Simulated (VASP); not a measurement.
# Ir (I4/mmm) in VASP: a series of runs

Runs on Ir. Level: PBE. Tasks: single point.

Program: VASP 6.6.1. These are calculated values, not measurements. Logs are shortened: lines on timing, memory, paths and dates and some standing lists are left out, and cuts for length are marked.

### 1 The cell of the first run

It takes space group I4/mmm (No. 139, tetragonal). Conventional cell: a = 2.498 Å, b = 2.498 Å, c = 4.147 Å, α = 90.00°, β = 90.00°, γ = 90.00°. Within 3.3 Å of Ir (site symmetry 4/mmm) lie 12 Ir at 2.50 to 2.72 Å.

### 2 Single point, PBE (strain -0.080 along x and y, +0.080 along z)

Input file INCAR:

```
SYSTEM = Ir
PREC = Accurate ; ENCUT = 520
EDIFF = 1E-6 ; ISMEAR = 0
SIGMA = 0.15 ; LREAL = .FALSE.
LASPH = .TRUE. ; NELM = 80
ALGO = Normal ; ISIF = 2
LWAVE = .FALSE. ; LCHARG = .FALSE.
GGA = PE ; NBANDS = 10
```

Input file KPOINTS:

```
regular mesh
0
G
  22 22 22
  0 0 0
```

Input file POSCAR:

```
Ir
1.0
    0.0000000000      1.7661240000      2.0732760000
    1.7661240000      0.0000000000      2.0732760000
    1.7661240000      1.7661240000      0.0000000000
Ir
1
Direct
    0.0000000000      0.0000000000      0.0000000000
```

Potentials or basis: VASP PAW PBE potentials, release 64 (Ir).

The run is started by

```sh
$ cat potpaw_PBE.64/Ir/POTCAR > POTCAR
$ mpirun -np 1 vasp_std > vasp.out
```

OUTCAR:

```text
SYSTEM = Ir
   PREC = Accurate
   ENCUT = 520
   EDIFF = 1E-6
   ISMEAR = 0
   LREAL = .FALSE.
   LASPH = .TRUE.
   NELM = 80
   ISIF = 2
   GGA = PE

 ion  position               nearest neighbor table
   1  0.000  0.000  0.000-

  LATTYP: Found a body centered tetragonal cell.
 ALAT       =     2.4976765136
 C/A-ratio  =     1.6601637471

  Lattice vectors:

 A1 = (  -1.7661240000,   0.0000000000,   2.0732760000)
 A2 = (   1.7661240000,   0.0000000000,   2.0732760000)
 A3 = (   0.0000000000,   1.7661240000,  -2.0732760000)

Analysis of symmetry for initial positions (statically):
=====================================================================
 Subroutine PRICEL returns:
 Original cell was already a primitive cell.

 Routine SETGRP: Setting up the symmetry group for a
 body centered tetragonal supercell.

 Subroutine GETGRP returns: Found 16 space group operations
 (whereof 16 operations were pure point group operations)
 out of a pool of 16 trial point group operations.

The static configuration has the point symmetry D_4h.

Analysis of symmetry for dynamics (positions and initial velocities):
=====================================================================
 Subroutine PRICEL returns:
 Original cell was already a primitive cell.

 Routine SETGRP: Setting up the symmetry group for a
 body centered tetragonal supercell.

 Subroutine GETGRP returns: Found 16 space group operations
 (whereof 16 operations were pure point group operations)
 out of a pool of 16 trial point group operations.

The dynamic configuration has the point symmetry D_4h.

 Subroutine INISYM returns: Found 16 space group operations
 (whereof 16 operations are pure point group operations),
 and found     1 'primitive' translations

----------------------------------------------------------------------------------------

                                     Primitive cell

  volume of cell :      12.9339

  direct lattice vectors                    reciprocal lattice vectors
     0.000000000  1.766124000  2.073276000    -0.283105829  0.283105829  0.241164225
     1.766124000  0.000000000  2.073276000     0.283105829 -0.283105829  0.241164225
     1.766124000  1.766124000  0.000000000     0.283105829  0.283105829 -0.241164225

  length of vectors
     2.723539490  2.723539490  2.497676514     0.467394913  0.467394913  0.467394913

  position of ions in fractional coordinates (direct lattice)
     0.000000000  0.000000000  0.000000000

  ion indices of the primitive-cell ions
   primitive index   ion index
                 1           1

----------------------------------------------------------------------------------------

 KPOINTS: regular mesh

Automatic generation of k-mesh.
 Grid dimensions read from file:
 generate k-points for:   22   22   22

 Generating k-lattice:

  Cartesian coordinates                     Fractional coordinates (reciprocal lattice)
    -0.012868447  0.012868447  0.010962010     0.045454545  0.000000000  0.000000000
     0.012868447 -0.012868447  0.010962010     0.000000000  0.045454545  0.000000000
     0.012868447  0.012868447 -0.010962010    -0.000000000 -0.000000000  0.045454545

  Length of vectors
     0.021245223  0.021245223  0.021245223

  Shift w.r.t. Gamma in fractional coordinates (k-lattice)
     0.000000000  0.000000000  0.000000000

 Subroutine IBZKPT returns following result:
 ===========================================

 Found    834 irreducible k-points:

 Following reciprocal coordinates:
            Coordinates               Weight
  0.000000  0.000000  0.000000      1.000000
  0.045455  0.000000  0.000000      8.000000
  0.090909  0.000000  0.000000      8.000000
  0.136364 -0.000000  0.000000      8.000000
  0.181818  0.000000  0.000000      8.000000
  0.227273  0.000000  0.000000      8.000000
[... 16 lines left out ...]
  0.500000  0.045455  0.000000      8.000000
 -0.454545  0.045455  0.000000      8.000000
 [... further k-points ...]
   k-points           NKPTS =    834   k-points in BZ     NKDIM =    834   number of bands    NBANDS=     10
   number of dos      NEDOS =    301   number of ions     NIONS =      1
   total plane-waves  NPLWV =   8000
   dimension x,y,z NGX =    20 NGY =   20 NGZ =   20
   dimension x,y,z NGXF=    40 NGYF=   40 NGZF=   40
   ions per type =               1
   NGX,Y,Z   is equivalent  to a cutoff of  12.21, 12.21, 13.31 a.u.
   NGXF,Y,Z  is equivalent  to a cutoff of  24.42, 24.42, 26.62 a.u.
 SYSTEM =  Ir
   PREC   = accura    normal or accurate (medium, high low for compatibility)
   ISTART =      0    job   : 0-new  1-cont  2-samecut
   ICHARG =      2    charge: 1-file 2-atom 10-const
   ISPIN  =      1    spin polarized calculation?
   LNONCOLLINEAR =      F non collinear calculations
   LSORBIT =      F    spin-orbit coupling
   LASPH  =      T    aspherical Exc in radial PAW
   ENCUT  =  520.0 eV  38.22 Ry    6.18 a.u.   5.06  5.06  4.64*2*pi/ulx,y,z
   NELM   =     80;   NELMIN=  2; NELMDL= -5     # of ELM steps
   EDIFF  = 0.1E-05   stopping-criterion for ELM
   LREAL  =      F    real-space projection
   EDIFFG = 0.1E-04   stopping-criterion for IOM
   NSW    =      0    number of steps for IOM
   IBRION =     -1    ionic relax: 0-MD 1-quasi-New 2-CG
   NFREE  =      0    steps in history (QN), initial steepest desc. (CG)
   ISIF   =      2    stress and relaxation
   ISYM   =      2    0-nonsym 1-usesym 2-fastsym
   POTIM  = 0.5000    time-step for ionic-motion
   TEBEG  =    0.0;   TEEND  =   0.0 temperature during run
   PSTRESS=    0.0 pullay stress
   NELECT =       9.0000    total number of electrons
   NUPDOWN=      -1.0000    fix difference up-down
   EMIN   =  10.00;   EMAX   =-10.00  energy-range for DOS
   EFERMI =   0.00;   METHOD = LEGACY
   ISMEAR =     0;   SIGMA  =   0.15  broadening in eV -4-tet -1-fermi 0-gaus
   EFERMI_NEDOS =   21; number of points for ismear=-14 and -15
   IALGO  =     38    algorithm
   IMIX   =      4    mixing-type and parameters
     AMIX     =   0.40;   BMIX     =  1.00
     AMIX_MAG =   1.60;   BMIX_MAG =  1.00
  volume/ion in A,a.u.               =      12.93        87.28
  Fermi-wavevector in a.u.,A,eV,Ry     =   1.450705  2.741435 28.634081  2.104546
  Thomas-Fermi vector in A             =   2.568287
   LORBIT       =      0    0 simple, 1 ext, 2 COOP (PROOUT), +10 PAW based schemes
   GGA     = PE    functional components
   LHFCALC =     F    Hartree Fock is set to
   AEXX    =    0.0000 exact exchange contribution
   IVDW    =     0    specifies the selected vdW correction
   LEPSILON=     F    determine dielectric tensor
   LRPA    =     F    only Hartree local field effects (RPA)
 non-spin polarized calculation
 Gauss-broadening in eV      SIGMA  =   0.15
  energy-cutoff  :      520.00
  volume of cell :       12.93
 maximum number of plane-waves:       366
   NGX = 11   NGY = 11   NGZ =  9

 number of electron       8.9999999 magnetization

 Free energy of the ion-electron system (eV)
  ---------------------------------------------------
  ext. energy  EPLUGINS =         0.00000000
  ---------------------------------------------------
  free energy    TOTEN  =        -8.27096088 eV

  energy without entropy =       -8.26074423  energy(sigma->0) =       -8.26585256

 E-fermi :  12.0117     XC(G=0): -14.5152

 val. band max:       12.0100879561   @ k =   0.3636  -0.0000   0.0000
 cond. band min:      12.0126928424   @ k =  -0.3636   0.0000   0.3182
 fundamental gap:      0.0026048863
 Fermi energy:        12.0117385393

 k-point     1 :       0.0000    0.0000    0.0000
  band No.  band energies     occupation
      1      -0.0614      2.00000
      2       6.0410      2.00000
      3       8.6495      2.00000
      4       8.6495      2.00000
      5       8.8135      2.00000
      6      12.2399      0.03149
      7      26.6182      0.00000
      8      28.9859      0.00000
      9      34.2467      0.00000
     10      34.2467      0.00000

 k-point     2 :       0.0455    0.0000    0.0000
  band No.  band energies     occupation
      1       0.0418      2.00000
      2       6.0817      2.00000
      3       8.5743      2.00000
      4       8.6932      2.00000
      5       8.8264      2.00000
      6      12.1762      0.12109
      7      26.8000      0.00000
      8      29.0868      0.00000
      9      33.6150      0.00000
     10      34.4383      0.00000

 k-point     3 :       0.0909    0.0000    0.0000
  band No.  band energies     occupation
      1       0.3433      2.00000
      2       6.1931      2.00000
      3       8.3364      2.00000
      4       8.8185      2.00000
      5       8.9133      2.00000
      6      11.9998      1.08986
      7      27.2972      0.00000
      8      29.3034      0.00000
      9      32.5565      0.00000
     10      34.9970      0.00000

 k-point     4 :       0.1364   -0.0000    0.0000
  band No.  band energies     occupation
      1       0.8165      2.00000
      2       6.3487      2.00000
      3       7.9881      2.00000
      4       9.0051      2.00000
      5       9.1166      2.00000
      6      11.7541      1.98485
      7      27.9314      0.00000
      8      29.2697      0.00000
      9      32.0601      0.00000
     10      35.8750      0.00000
[... 222 lines left out ...]
 k-point    22 :       0.4545    0.0455    0.0000
  band No.  band energies     occupation
      1       3.0785      2.00000
      2       6.3088      2.00000
      3       8.8632      2.00000
      4      10.2970      2.00000
      5      12.5838      0.00000
      6      13.2428      0.00000
      7      21.3228      0.00000
      8      25.5744      0.00000
      9      33.0449      0.00000
     10      34.2992      0.00000

 k-point    23 :       0.5000    0.0455    0.0000
  band No.  band energies     occupation
      1       3.0619      2.00000
      2       6.2996      2.00000
      3       8.7685      2.00000
      4      10.7960      2.00000
      5      12.6346      0.00000
      6      13.7622      0.00000
      7      20.6257      0.00000
      8      25.3178      0.00000
      9      32.2489      0.00000
     10      34.1341      0.00000

 k-point    24 :      -0.4545    0.0455    0.0000
  band No.  band energies     occupation
      1       3.0683      2.00000
      2       6.3356      2.00000
      3       8.7494      2.00000
      4      10.6143      2.00000
      5      12.5301      0.00000
      6      13.9985      0.00000
      7      20.6995      0.00000
      8      25.3641      0.00000
      9      32.0374      0.00000
     10      34.3805      0.00000

 [... further k-points ...]
[... 5 lines left out ...]
  --------------------------------------------------------------------------------------
  -------------------------------------------------------------------------------------
  Total        7.1053761      7.1053761      0.9071398      0.0000000      0.0000000     -0.0000000
  in kB      880.1732214    880.1732214    112.3712680      0.0000000      0.0000000     -0.0000000
  external PRESSURE =     624.2392369 kB  Pullay stress =       0.0000000 kB

 VOLUME and BASIS-vectors are now :
 -----------------------------------------------------------------------------
  energy-cutoff  :      520.00
  volume of cell :       12.93
      direct lattice vectors                 reciprocal lattice vectors
     0.000000000  1.766124000  2.073276000    -0.283105829  0.283105829  0.241164225
     1.766124000  0.000000000  2.073276000     0.283105829 -0.283105829  0.241164225
     1.766124000  1.766124000  0.000000000     0.283105829  0.283105829 -0.241164225

 POSITION                                       TOTAL-FORCE (eV/Angst)
 -----------------------------------------------------------------------------------
      0.00000      0.00000      0.00000         0.000000     -0.000000      0.000000
 -----------------------------------------------------------------------------------
    total drift:                                0.000000      0.000000      0.000000

  FREE ENERGIE OF THE ION-ELECTRON SYSTEM (eV)
  ---------------------------------------------------
  free  energy   TOTEN  =        -8.2709608798 eV

  energy  without entropy=       -8.2607442340  energy(sigma->0) =       -8.26585256
```

It took 95 s on 1 thread of Intel Xeon Platinum 8259CL at 2.50GHz (Skylake/Cascade Lake), shared host; peak memory 0.23 GiB.

Results:

| Quantity | Value |
| --- | --- |
| Free energy | -8.2710 eV |
| Pressure | 62.4 GPa |
| Band gap on the k mesh | zero (an odd number of electrons rules out a gap without spin polarisation) |

Caveat: the cell differs from its parent crystal (strain -0.080 along x and y, +0.080 along z); the cell stands under pressure; spin-orbit coupling is left out, which moves the levels of the heavy elements.

### 3 Single point, PBE (strain +0.080 along x and y, -0.040 along z)

Input file INCAR:

```
  ALGO = Normal
  EDIFF = 1E-6
  ENCUT = 520
  GGA = PE
  ISIF = 2
  ISMEAR = 0
  LASPH = True
  LCHARG = True
  LELF = True
  LREAL = False
  LVHAR = True
  LWAVE = False
  NBANDS = 10
  NELM = 60
  PREC = Accurate
  SIGMA = 0.15
```

Input file KPOINTS:

```
k-points
0
Gamma
  22 22 22
```

Input file POSCAR:

```
Ir
1.0
    0.0000000000      2.0732760000      1.8429120000
    2.0732760000      0.0000000000      1.8429120000
    2.0732760000      2.0732760000      0.0000000000
Ir
1
Direct
    0.0000000000      0.0000000000      0.0000000000
```

Potentials or basis: VASP PAW PBE potentials, release 64 (Ir).

The run is started by

```sh
$ cat potpaw_PBE.64/Ir/POTCAR > POTCAR
$ mpirun -np 1 vasp_std > vasp.out
```

Wall time 1.9 min (1 thread of Intel Xeon Platinum 8175M at 2.50GHz (Skylake/Cascade Lake), shared host); peak memory 0.26 GiB.

The run converged. Its results:

* Free energy: -8.6292 eV
* Pressure: -21.9 GPa
* Band gap on the k mesh: zero (an odd number of electrons rules out a gap without spin polarisation)

Stress tensor (GPa, compression positive):
```
-31.22   0.00   0.00
  0.00 -31.22   0.00
  0.00   0.00  -3.36
```

Levels at points of the mesh, in eV from the Fermi level:
```
           k point  band 1  band 2  band 3  band 4  band 5  band 6  band 7  band 8  band 9
(0.00, 0.00, 0.00)   -9.88   -3.51   -3.51   -2.33   -1.82   -0.30   14.78   18.46   18.46
(0.50, 0.00, 0.00)   -6.90   -3.95   -2.51   -0.35    0.36    1.16    6.35   13.80   17.80
(0.50, 0.50, 0.00)   -6.50   -6.21    0.72    1.30    1.30    3.45    9.89    9.89   11.05
(0.50, 0.00, 0.50)   -6.69   -5.97    0.58    0.62    1.09    1.69    8.24   11.58   12.56
```

Caveat: the cell differs from its parent crystal (strain +0.080 along x and y, -0.040 along z); the cell stands under tension; spin-orbit coupling is left out, which moves the levels of the heavy elements.
